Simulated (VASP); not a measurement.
A run of VASP 6.6.1:

File INCAR:

```
ALGO = Fast
EDIFF = 1E-7
ENCUT = 520
GGA = PS
ISIF = 2
ISMEAR = 0
LASPH = True
LCHARG = False
LREAL = False
LWAVE = False
NBANDS = 18
NELM = 100
PREC = Accurate
SIGMA = 0.15
```

The input KPOINTS:

```
k-points
0
Gamma
  22 22 14
```

POSCAR

```
Ag
1.0
   -1.6125573273      1.6125573273      1.6125573273
    1.6125573273     -1.6125573273      1.6125573273
    3.2251146547      3.2251146547      0.0000000000
Ag
2
Direct
   -0.0325569821     -0.0325569821      0.0000000000
    0.5325569821      0.5325569821      0.5000000000
```

Potentials or basis: VASP PAW PBE potentials, release 64 (Ag).

Run with:

```bash
$ cat potpaw_PBE.64/Ag/POTCAR > POTCAR
$ mpirun -np 1 vasp_std > vasp.out
```

Hardware: 1 thread of Intel(R) Xeon(R) Platinum 8488C (Sapphire Rapids), on a shared host.

Task: Estimate the wall time of this run.

Result: Run time: 4.9 min on 1 thread of Intel(R) Xeon(R) Platinum 8488C (Sapphire Rapids), on a shared host, peak memory 0.59 GiB. Counts: scf iterations 15, k points 1064.
